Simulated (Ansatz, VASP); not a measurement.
**B in VASP and in Ansatz**

File INCAR:

```
PREC     = Accurate       # precision mode
ENCUT    = 600            # plane-wave cutoff, eV
EDIFF    = 1E-7           # SCF threshold, eV
ISMEAR   = 0              # smearing method
SIGMA    = 0.1            # smearing width, eV
LREAL    = False          # projectors in reciprocal space
LASPH    = True           # aspherical terms in the spheres
NELM     = 60             # most SCF steps
ALGO     = Fast           # electronic algorithm
ISIF     = 3              # what is computed and relaxed
LWAVE    = False          # write WAVECAR
LCHARG   = False          # write CHGCAR
GGA      = PE             # functional
IBRION   = 2              # ionic algorithm
NSW      = 100            # ionic steps
EDIFFG   = -0.01          # ionic threshold
KPAR     = 4
```

KPOINTS

```
Automatic mesh
0
Gamma
  26 26 26
```

POSCAR

```
B
1.0
    0.0000000000      2.9123753811      5.0399404699
    0.9261705196      0.0000000000      5.0399404699
    0.9261705196      2.9123753811      0.0000000000
B
4
Direct
    0.8304197615      0.8304197615      0.1695802385
    0.0804197615      0.0804197615      0.4195802385
    0.1695802385      0.1695802385      0.8304197615
    0.4195802385      0.4195802385      0.0804197615
```

Input for Ansatz:

```yaml
crystal:
  lattice:
    - [0.0, 2.9123753811, 5.0399404699]
    - [0.9261705196, 0.0, 5.0399404699]
    - [0.9261705196, 2.9123753811, 0.0]
  atoms:
    - { symbol: B, position: [0.8304197615, 0.8304197615, 0.1695802385] }
    - { symbol: B, position: [0.0804197615, 0.0804197615, 0.4195802385] }
    - { symbol: B, position: [0.1695802385, 0.1695802385, 0.8304197615] }
    - { symbol: B, position: [0.4195802385, 0.4195802385, 0.0804197615] }
basis:
  ecutwfc: 420
kpoints:
  mp_grid: { grid: [26, 26, 26] }
hamiltonian:
  xc: pbe
scf:
  occupations: { method: gaussian, width: 0.1 }
output:
  forces: true
  stress: true
  eigenvalues: true
relax:
  adjacent_minimum: "off"
  f_tol: 0.01
  max_steps: 80
  cell: { stress_tol: 0.05 }
```

Alike in both runs: task relaxation of cell and atoms; functional PBE; k mesh 26 × 26 × 26; occupations gaussian, width 0.1 eV; no spin polarisation.

|  | VASP | Ansatz |
| --- | --- | --- |
| version | VASP 6.6.1 | Ansatz 0.2.0 |
| potentials or method | VASP PAW PBE potentials, release 64 (B), cutoff 600 eV | scalar-relativistic, plane waves, PAW |
| valence electrons in the cell | 12 | 12 |

```tsv
	VASP	Ansatz	Ansatz less VASP
gap on the k mesh at the Fermi level, each at its own relaxed structure (eV)	none	none	-
relaxed volume (Å³/atom)	6.80	6.80	+0.003
relaxed length of the cell vector where the two differ most in proportion (Å)	3.074	3.074	+0.0004
```

A gap of «none» marks a metal or a gap that the smearing closes.
